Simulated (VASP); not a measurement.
# CsCl in VASP: notebook

Runs on CsCl. Level: PBEsol. Tasks: single point.

All numbers are computed with VASP 6.6.1; they aren't measurements. Logs are shortened: lines on timing, memory, paths and dates and some standing lists are left out, and cuts for length are marked.

### Step 1. The cell of the first run

Symmetry: P4/mmm, No. 123, tetragonal system. The conventional cell has a = 4.123 Å, b = 4.123 Å, c = 4.164 Å, α = 90.00°, β = 90.00°, γ = 90.00°. Cs (site symmetry 4/mmm) has 8 Cl at 3.58 Å and 6 Cs at 4.12 to 4.16 Å within 4.7 Å. Cl (site symmetry 4/mmm) has 8 Cs at 3.58 Å and 6 Cl at 4.12 to 4.16 Å within 4.7 Å.

### Step 2. Single point, PBEsol (zz strain of +1 %)

INCAR reads:

```
ALGO = Normal
EDIFF = 1E-6
ENCUT = 500
GGA = PS
GGA_COMPAT = F
ISIF = 2
ISMEAR = -1
LASPH = T
LCHARG = F
LREAL = F
LWAVE = F
NBANDS = 15
NELM = 120
PREC = Accurate
SIGMA = 0.03
```

KPOINTS reads:

```
k-points
0
Gamma
  6 6 6
```

POSCAR reads:

```
CsCl
1.0
    4.1230000000      0.0000000000      0.0000000000
    0.0000000000      4.1230000000      0.0000000000
    0.0000000000      0.0000000000      4.1642300000
Cs Cl
1 1
Direct
    0.0000000000      0.0000000000      0.0000000000
    0.5000000000      0.5000000000      0.5000000000
```

Potentials or basis: VASP PAW PBE potentials, release 64 (Cs_sv, Cl).

Run with:

```
$ cat potpaw_PBE.64/Cs_sv/POTCAR potpaw_PBE.64/Cl/POTCAR > POTCAR
$ mpirun -np 1 vasp_std > vasp.out
```

OUTCAR:

```text
EDIFF = 1E-6
   ENCUT = 500
   GGA = PS
   ISIF = 2
   ISMEAR = -1
   LASPH = T
   LREAL = F
   NELM = 120
   PREC = Accurate

 ion  position               nearest neighbor table
   1  0.000  0.000  0.000-
   2  0.500  0.500  0.500-

  LATTYP: Found a simple tetragonal cell.
 ALAT       =     4.1230000000
 C/A-ratio  =     1.0100000000

  Lattice vectors:

 A1 = (   4.1230000000,   0.0000000000,   0.0000000000)
 A2 = (   0.0000000000,   4.1230000000,   0.0000000000)
 A3 = (   0.0000000000,   0.0000000000,   4.1642300000)

Analysis of symmetry for initial positions (statically):
=====================================================================
 Subroutine PRICEL returns:
 Original cell was already a primitive cell.

 Routine SETGRP: Setting up the symmetry group for a
 simple tetragonal supercell.

 Subroutine GETGRP returns: Found 16 space group operations
 (whereof 16 operations were pure point group operations)
 out of a pool of 16 trial point group operations.

The static configuration has the point symmetry D_4h.

Analysis of symmetry for dynamics (positions and initial velocities):
=====================================================================
 Subroutine PRICEL returns:
 Original cell was already a primitive cell.

 Routine SETGRP: Setting up the symmetry group for a
 simple tetragonal supercell.

 Subroutine GETGRP returns: Found 16 space group operations
 (whereof 16 operations were pure point group operations)
 out of a pool of 16 trial point group operations.

The dynamic configuration has the point symmetry D_4h.

 Subroutine INISYM returns: Found 16 space group operations
 (whereof 16 operations are pure point group operations),
 and found     1 'primitive' translations

----------------------------------------------------------------------------------------

                                     Primitive cell

  volume of cell :      70.7883

  direct lattice vectors                    reciprocal lattice vectors
     4.123000000  0.000000000  0.000000000     0.242541838  0.000000000  0.000000000
     0.000000000  4.123000000  0.000000000     0.000000000  0.242541838  0.000000000
     0.000000000  0.000000000  4.164230000     0.000000000  0.000000000  0.240140434

  length of vectors
     4.123000000  4.123000000  4.164230000     0.242541838  0.242541838  0.240140434
[... 87 lines left out ...]
   ISIF   =      2    stress and relaxation
   ISYM   =      2    0-nonsym 1-usesym 2-fastsym
   POTIM  = 0.5000    time-step for ionic-motion
   TEBEG  =    0.0;   TEEND  =   0.0 temperature during run
   PSTRESS=    0.0 pullay stress
   NELECT =      16.0000    total number of electrons
   NUPDOWN=      -1.0000    fix difference up-down
   EMIN   =  10.00;   EMAX   =-10.00  energy-range for DOS
   EFERMI =   0.00;   METHOD = LEGACY
   ISMEAR =    -1;   SIGMA  =   0.03  broadening in eV -4-tet -1-fermi 0-gaus
   EFERMI_NEDOS =   21; number of points for ismear=-14 and -15
   IALGO  =     38    algorithm
   IMIX   =      4    mixing-type and parameters
     AMIX     =   0.40;   BMIX     =  1.00
     AMIX_MAG =   1.60;   BMIX_MAG =  1.00
  volume/ion in A,a.u.               =      35.39       238.85
  Fermi-wavevector in a.u.,A,eV,Ry     =   0.997228  1.884487 13.530494  0.994463
  Thomas-Fermi vector in A             =   2.129370
   LORBIT       =      0    0 simple, 1 ext, 2 COOP (PROOUT), +10 PAW based schemes
   GGA     = PS    functional components
   LHFCALC =     F    Hartree Fock is set to
   AEXX    =    0.0000 exact exchange contribution
   IVDW    =     0    specifies the selected vdW correction
   LEPSILON=     F    determine dielectric tensor
   LRPA    =     F    only Hartree local field effects (RPA)
 non-spin polarized calculation
  energy-cutoff  :      500.00
  volume of cell :       70.79
 maximum number of plane-waves:      1811
   NGX = 15   NGY = 15   NGZ = 15

 number of electron      15.9999998 magnetization

 Free energy of the ion-electron system (eV)
  ---------------------------------------------------
  ext. energy  EPLUGINS =         0.00000000
  ---------------------------------------------------
  free energy    TOTEN  =        -6.83710408 eV

  energy without entropy =       -6.83710408  energy(sigma->0) =       -6.83710408

 E-fermi :   0.1516     XC(G=0):  -8.4270

 val. band max:       -0.4529292994   @ k =   0.0000   0.0000   0.0000
 cond. band min:       4.5393287471   @ k =   0.0000   0.0000   0.0000
 fundamental gap:      4.9922580465
 Fermi energy:         0.1516216695

 k-point     1 :       0.0000    0.0000    0.0000
  band No.  band energies     occupation
      1     -19.8477      2.00000
      2     -12.6036      2.00000
      3      -6.3418      2.00000
      4      -6.3140      2.00000
      5      -6.3140      2.00000
      6      -0.4824      2.00000
      7      -0.4529      2.00000
      8      -0.4529      2.00000
      9       4.5393      0.00000
     10       4.8034      0.00000
     11       4.8212      0.00000
     12       9.4710      0.00000
     13       9.4710      0.00000
     14       9.5601      0.00000
[... 401 lines left out ...]
      2     -12.5502      2.00000
      3      -7.0492      2.00000
      4      -6.8758      2.00000
      5      -6.1101      2.00000
      6      -1.0725      2.00000
      7      -0.8616      2.00000
      8      -0.5498      2.00000
      9       5.5791      0.00000
     10       5.8487      0.00000
     11       7.7317      0.00000
     12       7.8743      0.00000
     13       8.9763      0.00000
     14      10.3821      0.00000
     15      11.7054      0.00000

 [... further k-points ...]

------------------------ aborting loop because EDIFF is reached ----------------------------------------

  FORCE on cell =-STRESS in cart. coord.  units (eV):
  Direction    XX          YY          ZZ          XY          YZ          ZX
  --------------------------------------------------------------------------------------
  -------------------------------------------------------------------------------------
  Total       -0.3083676     -0.3083676     -0.4289607      0.0000000      0.0000000      0.0000000
  in kB       -6.9793980     -6.9793980     -9.7088249      0.0000000      0.0000000      0.0000000
  external PRESSURE =      -7.8892069 kB  Pullay stress =       0.0000000 kB

 VOLUME and BASIS-vectors are now :
 -----------------------------------------------------------------------------
  energy-cutoff  :      500.00
  volume of cell :       70.79
      direct lattice vectors                 reciprocal lattice vectors
     4.123000000  0.000000000  0.000000000     0.242541838  0.000000000  0.000000000
     0.000000000  4.123000000  0.000000000     0.000000000  0.242541838  0.000000000
     0.000000000  0.000000000  4.164230000     0.000000000  0.000000000  0.240140434

 POSITION                                       TOTAL-FORCE (eV/Angst)
 -----------------------------------------------------------------------------------
      0.00000      0.00000      0.00000         0.000000      0.000000      0.000000
      2.06150      2.06150      2.08211         0.000000      0.000000      0.000000
 -----------------------------------------------------------------------------------
    total drift:                                0.000000      0.000000      0.000000

  FREE ENERGIE OF THE ION-ELECTRON SYSTEM (eV)
  ---------------------------------------------------
  free  energy   TOTEN  =        -6.8371040841 eV

  energy  without entropy=       -6.8371040840  energy(sigma->0) =       -6.83710408
```

It took 37 s on 1 thread of Intel Xeon 8259CL, shared host; peak memory 0.18 GiB.

Results:

| Item | Value |
| --- | --- |
| Free energy | -6.8371 eV |
| Pressure | -0.8 GPa |
| Band gap on the k mesh | 4.99 eV |

Levels at points of the mesh, in eV from the valence-band top:
```
           k point  band 4  band 5  band 6  band 7  band 8  band 9  band 10  band 11  band 12  band 13
(0.00, 0.00, 0.00)   -5.86   -5.86   -0.03    0.00    0.00    4.99     5.26     5.27     9.92     9.92
(0.50, 0.00, 0.00)   -5.74   -5.72   -1.20   -0.27   -0.23    6.31     7.46     8.63     9.08     9.35
(0.50, 0.50, 0.00)   -6.65   -5.65   -0.45   -0.45   -0.08    5.81     5.81     7.81     7.81    11.70
(0.00, 0.00, 0.50)   -5.73   -5.73   -1.20   -0.24   -0.24    6.27     7.38     8.60     9.10     9.45
(0.50, 0.00, 0.50)   -6.62   -5.64   -0.45   -0.44   -0.05    5.78     5.89     7.88     7.93    11.62
(0.50, 0.50, 0.50)   -6.42   -6.37   -1.12   -1.12   -1.11    8.29     8.39     8.39    10.24    10.32
```

Caveat: the cell differs from its parent crystal (zz strain of +1 %); the PAW data sets were made with another functional, which shifts forces and pressure a little; spin-orbit coupling is left out, which moves the levels of the heavy elements. A k mesh can miss the band edges.

(Part 1 of 2 ends here.)
